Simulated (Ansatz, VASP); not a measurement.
## BaF2 in VASP and in Ansatz

```xyz
3
Lattice="0.0000 3.1000 3.1000 3.1000 0.0000 3.1000 3.1000 3.1000 0.0000" Properties=species:S:1:pos:R:3 pbc="T T T"
Ba    0.0000    0.0000    0.0000
F     1.5500    1.5500    1.5500
F     4.6501    4.6501    4.6501
```

Alike in both runs: task single point; functional r2SCAN; k mesh 10 × 10 × 10; no spin polarisation.

|  | VASP | Ansatz |
| --- | --- | --- |
| version | VASP 6.6.1 | Ansatz 0.2.0 |
| potentials or method | VASP PAW PBE potentials, release 64 (Ba_sv, F), cutoff 660 eV | scalar-relativistic, plane waves, PAW |
| occupations | methfessel-paxton of order 1, width 0.1 eV | cold, width 0.1 eV |
| valence electrons in the cell | 24 | 24 |

Ansatz gave:

```
gap on the k mesh at the Fermi level (eV) : 7.41
pressure (GPa)                            : -0.2
```

**Question.** Estimate VASP's values.

**Answer.** gap on the k mesh at the Fermi level (eV): 7.33; pressure (GPa): 0.7.

VASP's potentials were made for PBE, not for r2SCAN.

Spin-orbit coupling is off throughout.
